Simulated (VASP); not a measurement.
# WC4 (P3m1) in VASP: single point with PBE

Aim: the single point of WC4 with PBE.

Program: VASP 6.6.1. These are calculated values, not measurements. Logs are shortened: lines on timing, memory, paths and dates and some standing lists are left out, and cuts for length are marked.

## Step 1: The cell of the first run

Symmetry: P3m1, No. 156, trigonal system. Conventional cell: a = 3.361 Å, b = 3.361 Å, c = 6.600 Å, α = 90.00°, β = 90.00°, γ = 120.00°. Within 2.6 Å of W (site symmetry 3m) lie 6 C at 1.98 to 2.20 Å. C (site symmetry m) has 4 C at 1.57 to 1.79 Å within 2.1 Å. Within 2.6 Å of C (site symmetry 3m) lie 3 W at 1.98 Å.

## Step 2: Single point, PBE

INCAR reads:

```
SYSTEM = WC4
PREC     = Accurate       ! precision mode
ENCUT    = 600            ! plane-wave cutoff, eV
EDIFF    = 1E-6           ! SCF threshold, eV
ISMEAR   = 0              ! smearing method
SIGMA    = 0.2            ! smearing width, eV
LREAL    = .False.        ! projectors in reciprocal space
LASPH    = .True.         ! aspherical terms in the spheres
NELM     = 120            ! most SCF steps
ALGO     = Normal         ! electronic algorithm
ISIF     = 2              ! what is computed and relaxed
LWAVE    = .False.        ! write WAVECAR
LCHARG   = .False.        ! write CHGCAR
GGA      = PE             ! functional
NBANDS   = 23             ! bands
GGA_COMPAT= .False.
```

KPOINTS reads:

```
regular mesh
0
Gamma
  5 5 3
  0 0 0
```

POSCAR reads:

```
WC4
1.0
    3.3610701350      0.0000000026      0.0000000000
   -1.6805350698      2.9107721195      0.0000000000
    0.0000000000      0.0000000000      6.6003363988
W C
1 4
Direct
    0.6666666667      0.3333333333      0.3686415925
    0.3115048122      0.1557640133      0.0739728107
    0.8442359867      0.1557407989      0.0739728107
    0.8442592011      0.6884951878      0.0739728107
    0.3333333333      0.6666666667      0.4314572253
```

Potentials or basis: VASP PAW PBE potentials, release 64 (W_sv, C).

Launch:

```
$ cat potpaw_PBE.64/W_sv/POTCAR potpaw_PBE.64/C/POTCAR > POTCAR
$ mpirun -np 1 vasp_std > vasp.out
```

OUTCAR:

```text
SYSTEM = WC4
   PREC = Accurate
   ENCUT = 600
   EDIFF = 1E-6
   ISMEAR = 0
   LREAL = .False.
   LASPH = .True.
   NELM = 120
   ISIF = 2
   GGA = PE

 ion  position               nearest neighbor table
   1  0.667  0.333  0.369-   5 1.98   5 1.98   5 1.98   3 2.20   2 2.20   4 2.20
   2  0.312  0.156  0.074-   4 1.57   3 1.57   4 1.79   3 1.79   1 2.20
   3  0.844  0.156  0.074-   2 1.57   4 1.57   2 1.79   4 1.79   1 2.20
   4  0.844  0.688  0.074-   2 1.57   3 1.57   2 1.79   3 1.79   1 2.20
   5  0.333  0.667  0.431-   1 1.98   1 1.98   1 1.98

  LATTYP: Found a hexagonal cell.
 ALAT       =     3.3610701350
 C/A-ratio  =     1.9637603899

  Lattice vectors:

 A1 = (   3.3610701350,   0.0000000026,   0.0000000000)
 A2 = (  -1.6805350698,   2.9107721195,   0.0000000000)
 A3 = (   0.0000000000,   0.0000000000,   6.6003363988)

Analysis of symmetry for initial positions (statically):
=====================================================================
 Subroutine PRICEL returns:
 Original cell was already a primitive cell.

 Routine SETGRP: Setting up the symmetry group for a
 hexagonal supercell.

 Subroutine GETGRP returns: Found  3 space group operations
 (whereof  3 operations were pure point group operations)
 out of a pool of 24 trial point group operations.

The static configuration has the point symmetry C_3 .

Analysis of symmetry for dynamics (positions and initial velocities):
=====================================================================
 Subroutine PRICEL returns:
 Original cell was already a primitive cell.

 Routine SETGRP: Setting up the symmetry group for a
 hexagonal supercell.

 Subroutine GETGRP returns: Found  3 space group operations
 (whereof  3 operations were pure point group operations)
 out of a pool of 24 trial point group operations.

The dynamic configuration has the point symmetry C_3 .

 Subroutine INISYM returns: Found  3 space group operations
 (whereof  3 operations are pure point group operations),
 and found     1 'primitive' translations

----------------------------------------------------------------------------------------

                                     Primitive cell

  volume of cell :      64.5731

  direct lattice vectors                    reciprocal lattice vectors
     3.361070135  0.000000003  0.000000000     0.297524288  0.171775728  0.000000000
    -1.680535070  2.910772119  0.000000000    -0.000000000  0.343551456  0.000000000
     0.000000000  0.000000000  6.600336399     0.000000000  0.000000000  0.151507429

  length of vectors
     3.361070135  3.361070135  6.600336399     0.343551456  0.343551456  0.151507429

  position of ions in fractional coordinates (direct lattice)
     0.666666667  0.333333333  0.368641592
     0.311504812  0.155764013  0.073972811
     0.844235987  0.155740799  0.073972811
     0.844259201  0.688495188  0.073972811
     0.333333333  0.666666667  0.431457225

  ion indices of the primitive-cell ions
   primitive index   ion index
                 1           1
                 2           2
                 3           3
                 4           4
                 5           5

----------------------------------------------------------------------------------------

 KPOINTS: regular mesh

Automatic generation of k-mesh.
 Grid dimensions read from file:
 generate k-points for:    5    5    3

 Generating k-lattice:

  Cartesian coordinates                     Fractional coordinates (reciprocal lattice)
     0.059504858  0.034355146  0.000000000     0.200000000  0.000000000  0.000000000
    -0.000000000  0.068710291  0.000000000     0.000000000  0.200000000  0.000000000
     0.000000000  0.000000000  0.050502476     0.000000000  0.000000000  0.333333333

  Length of vectors
     0.068710291  0.068710291  0.050502476

  Shift w.r.t. Gamma in fractional coordinates (k-lattice)
     0.000000000  0.000000000  0.000000000

 Subroutine IBZKPT returns following result:
 ===========================================

 Found     14 irreducible k-points:

 Following reciprocal coordinates:
            Coordinates               Weight
  0.000000  0.000000  0.000000      1.000000
  0.200000  0.000000  0.000000      6.000000
  0.400000  0.000000  0.000000      6.000000
  0.200000  0.200000  0.000000      6.000000
  0.400000  0.200000  0.000000      6.000000
  0.000000  0.000000  0.333333      2.000000
  0.200000  0.000000  0.333333      6.000000
  0.000000  0.200000  0.333333      6.000000
  0.400000  0.000000  0.333333      6.000000
  0.000000  0.400000  0.333333      6.000000
  0.200000  0.200000  0.333333      6.000000
 -0.200000  0.400000  0.333333      6.000000
  0.400000  0.200000  0.333333      6.000000
 -0.200000 -0.400000  0.333333      6.000000
   k-points           NKPTS =     14   k-points in BZ     NKDIM =     14   number of bands    NBANDS=     23
   number of dos      NEDOS =    301   number of ions     NIONS =      5
   total plane-waves  NPLWV =  42336
   dimension x,y,z NGX =    28 NGY =   28 NGZ =   54
   dimension x,y,z NGXF=    56 NGYF=   56 NGZF=  108
   ions per type =               1   4
   NGX,Y,Z   is equivalent  to a cutoff of  13.85, 13.85, 13.60 a.u.
   NGXF,Y,Z  is equivalent  to a cutoff of  27.70, 27.70, 27.20 a.u.
 SYSTEM =  WC4
   PREC   = accura    normal or accurate (medium, high low for compatibility)
   ISTART =      0    job   : 0-new  1-cont  2-samecut
   ICHARG =      2    charge: 1-file 2-atom 10-const
   ISPIN  =      1    spin polarized calculation?
   LNONCOLLINEAR =      F non collinear calculations
   LSORBIT =      F    spin-orbit coupling
   LASPH  =      T    aspherical Exc in radial PAW
   ENCUT  =  600.0 eV  44.10 Ry    6.64 a.u.   6.71  6.71 13.18*2*pi/ulx,y,z
   NELM   =    120;   NELMIN=  2; NELMDL= -5     # of ELM steps
   EDIFF  = 0.1E-05   stopping-criterion for ELM
   LREAL  =      F    real-space projection
   EDIFFG = 0.1E-04   stopping-criterion for IOM
   NSW    =      0    number of steps for IOM
   IBRION =     -1    ionic relax: 0-MD 1-quasi-New 2-CG
   NFREE  =      0    steps in history (QN), initial steepest desc. (CG)
   ISIF   =      2    stress and relaxation
   ISYM   =      2    0-nonsym 1-usesym 2-fastsym
   POTIM  = 0.5000    time-step for ionic-motion
   TEBEG  =    0.0;   TEEND  =   0.0 temperature during run
   PSTRESS=    0.0 pullay stress
   NELECT =      30.0000    total number of electrons
   NUPDOWN=      -1.0000    fix difference up-down
   EMIN   =  10.00;   EMAX   =-10.00  energy-range for DOS
   EFERMI =   0.00;   METHOD = LEGACY
   ISMEAR =     0;   SIGMA  =   0.20  broadening in eV -4-tet -1-fermi 0-gaus
   EFERMI_NEDOS =   21; number of points for ismear=-14 and -15
   IALGO  =     38    algorithm
   IMIX   =      4    mixing-type and parameters
     AMIX     =   0.40;   BMIX     =  1.00
     AMIX_MAG =   1.60;   BMIX_MAG =  1.00
  volume/ion in A,a.u.               =      12.91        87.15
  Fermi-wavevector in a.u.,A,eV,Ry     =   1.267938  2.396055 21.873629  1.607666
  Thomas-Fermi vector in A             =   2.401059
   LORBIT       =      0    0 simple, 1 ext, 2 COOP (PROOUT), +10 PAW based schemes
   GGA     = PE    functional components
   LHFCALC =     F    Hartree Fock is set to
   AEXX    =    0.0000 exact exchange contribution
   IVDW    =     0    specifies the selected vdW correction
   LEPSILON=     F    determine dielectric tensor
   LRPA    =     F    only Hartree local field effects (RPA)
 non-spin polarized calculation
 Gauss-broadening in eV      SIGMA  =   0.20
  energy-cutoff  :      600.00
  volume of cell :       64.57
 maximum number of plane-waves:      2186
 NGX is ok and might be reduce to    28
   NGX = 13   NGY = 13   NGZ = 27

 number of electron      30.0000002 magnetization

 Free energy of the ion-electron system (eV)
  ---------------------------------------------------
  ext. energy  EPLUGINS =         0.00000000
  ---------------------------------------------------
  free energy    TOTEN  =       -40.25198207 eV

  energy without entropy =      -40.24398425  energy(sigma->0) =      -40.24798316

 E-fermi :   4.6948     XC(G=0):  -9.8754

 val. band max:        4.4195289425   @ k =   0.0000   0.4000   0.3333
 cond. band min:       4.9554998365   @ k =   0.4000   0.2000   0.0000
 fundamental gap:      0.5359708940
 Fermi energy:         4.6948216540

 k-point     1 :       0.0000    0.0000    0.0000
  band No.  band energies     occupation
      1     -69.6450      2.00000
      2     -34.0891      2.00000
      3     -33.8354      2.00000
      4     -33.8354      2.00000
      5     -14.0713      2.00000
      6      -7.3156      2.00000
[... 15 lines left out ...]
     22      12.1122      0.00000
     23      14.6316      0.00000

 k-point     2 :       0.2000    0.0000    0.0000
  band No.  band energies     occupation
      1     -69.6421      2.00000
      2     -34.0796      2.00000
      3     -33.9135      2.00000
      4     -33.8556      2.00000
      5     -13.6409      2.00000
      6      -7.3383      2.00000
[... 15 lines left out ...]
     22      12.3137      0.00000
     23      13.3185      0.00000

 k-point     3 :       0.4000    0.0000    0.0000
  band No.  band energies     occupation
      1     -69.6375      2.00000
      2     -34.0640      2.00000
      3     -34.0375      2.00000
      4     -33.8880      2.00000
      5     -12.5912      2.00000
      6      -9.2107      2.00000
[... 15 lines left out ...]
     22      11.4448      0.00000
     23      12.1600      0.00000

 k-point     4 :       0.2000    0.2000    0.0000
  band No.  band energies     occupation
      1     -69.6384      2.00000
      2     -34.0670      2.00000
      3     -33.9951      2.00000
      4     -33.9013      2.00000
      5     -12.8742      2.00000
      6      -8.6174      2.00000
[... 15 lines left out ...]
     22      11.5955      0.00000
     23      12.0197      0.00000

 k-point     5 :       0.4000    0.2000    0.0000
  band No.  band energies     occupation
      1     -69.6361      2.00000
      2     -34.0592      2.00000
      3     -34.0347      2.00000
      4     -33.9397      2.00000
      5     -12.0935      2.00000
      6      -9.6317      2.00000
[... 15 lines left out ...]
     22      11.4838      0.00000
     23      12.6290      0.00000

 k-point     6 :       0.0000    0.0000    0.3333
  band No.  band energies     occupation
      1     -69.6449      2.00000
      2     -34.0891      2.00000
      3     -33.8354      2.00000
      4     -33.8354      2.00000
      5     -14.0687      2.00000
      6      -7.3386      2.00000
[... 15 lines left out ...]
     22      11.1445      0.00000
     23      14.0459      0.00000

 k-point     7 :       0.2000    0.0000    0.3333
  band No.  band energies     occupation
      1     -69.6421      2.00000
      2     -34.0796      2.00000
      3     -33.9135      2.00000
      4     -33.8556      2.00000
      5     -13.6388      2.00000
      6      -7.3360      2.00000
[... 93 lines left out ...]
     22      11.4406      0.00000
     23      12.0970      0.00000

 k-point    11 :       0.2000    0.2000    0.3333
  band No.  band energies     occupation
      1     -69.6384      2.00000
      2     -34.0670      2.00000
      3     -33.9951      2.00000
      4     -33.9013      2.00000
      5     -12.8730      2.00000
      6      -8.6149      2.00000
[... 15 lines left out ...]
     22      11.3403      0.00000
     23      12.1678      0.00000

 k-point    12 :      -0.2000    0.4000    0.3333
  band No.  band energies     occupation
      1     -69.6384      2.00000
      2     -34.0670      2.00000
      3     -33.9951      2.00000
      4     -33.9013      2.00000
      5     -12.8730      2.00000
      6      -8.6149      2.00000
[... 15 lines left out ...]
     22      11.3403      0.00000
     23      12.1678      0.00000

 k-point    13 :       0.4000    0.2000    0.3333
  band No.  band energies     occupation
      1     -69.6361      2.00000
      2     -34.0592      2.00000
      3     -34.0347      2.00000
      4     -33.9397      2.00000
      5     -12.0935      2.00000
      6      -9.6288      2.00000
[... 15 lines left out ...]
     22      11.6315      0.00000
     23      12.6113      0.00000

 k-point    14 :      -0.2000   -0.4000    0.3333
  band No.  band energies     occupation
      1     -69.6361      2.00000
      2     -34.0592      2.00000
      3     -34.0347      2.00000
      4     -33.9397      2.00000
      5     -12.0935      2.00000
      6      -9.6288      2.00000
[... 15 lines left out ...]
     22      11.6316      0.00000
     23      12.6114      0.00000

------------------------ aborting loop because EDIFF is reached ----------------------------------------

  FORCE on cell =-STRESS in cart. coord.  units (eV):
  Direction    XX          YY          ZZ          XY          YZ          ZX
  --------------------------------------------------------------------------------------
  -------------------------------------------------------------------------------------
  Total        0.0841651      0.0841651      0.0855952      0.0000000      0.0000000      0.0000000
  in kB        2.0882902      2.0882902      2.1237720      0.0000007      0.0000000      0.0000000
  external PRESSURE =       2.1001175 kB  Pullay stress =       0.0000000 kB

 VOLUME and BASIS-vectors are now :
 -----------------------------------------------------------------------------
  energy-cutoff  :      600.00
  volume of cell :       64.57
      direct lattice vectors                 reciprocal lattice vectors
     3.361070135  0.000000003  0.000000000     0.297524288  0.171775728  0.000000000
    -1.680535070  2.910772119  0.000000000    -0.000000000  0.343551456  0.000000000
     0.000000000  0.000000000  6.600336399     0.000000000  0.000000000  0.151507429

 POSITION                                       TOTAL-FORCE (eV/Angst)
 -----------------------------------------------------------------------------------
      1.68054      0.97026      2.43316        -0.000000      0.000000      0.030805
      0.78522      0.45339      0.48825         0.015454      0.008277     -0.021729
      2.57581      0.45333      0.48825        -0.014895      0.009245     -0.021729
      1.68057      2.00405      0.48825        -0.000559     -0.017522     -0.021729
     -0.00000      1.94051      2.84776        -0.000000      0.000000      0.034381
 -----------------------------------------------------------------------------------
    total drift:                               -0.000000      0.000000      0.001490

  FREE ENERGIE OF THE ION-ELECTRON SYSTEM (eV)
  ---------------------------------------------------
  free  energy   TOTEN  =       -40.2519820689 eV

  energy  without entropy=      -40.2439842461  energy(sigma->0) =      -40.24798316
```

Wall time 16 s (1 thread of Intel Xeon Platinum 8559C (Emerald Rapids), shared host); peak memory 0.19 GiB.

Results:

```yaml
Free_energy: -40.2520 eV
Pressure: 0.2 GPa
Largest_force: 0.034 eV/Å
Band_gap_on_the_k_mesh: 0.54 eV, indirect (least direct gap 0.68 eV)
```

Forces in eV/Å, atoms in the order of the input:
```
W    0.000  0.000  0.031
C    0.015  0.008 -0.022
C   -0.015  0.009 -0.022
C   -0.001 -0.018 -0.022
C    0.000  0.000  0.034
```

Levels at points of the mesh, in eV from the valence-band top:
```tsv
k point	band 11	band 12	band 13	band 14	band 15	band 16	band 17	band 18	band 19	band 20
(0.00, 0.00, 0.00)	-4.48	-4.48	-3.23	-3.23	-2.83	1.10	1.10	3.89	4.29	4.29
```

Caveat: the k points lie up to 0.43 Å⁻¹ apart; spin-orbit coupling is left out, which moves the levels of the heavy elements. A k mesh can miss the band edges.
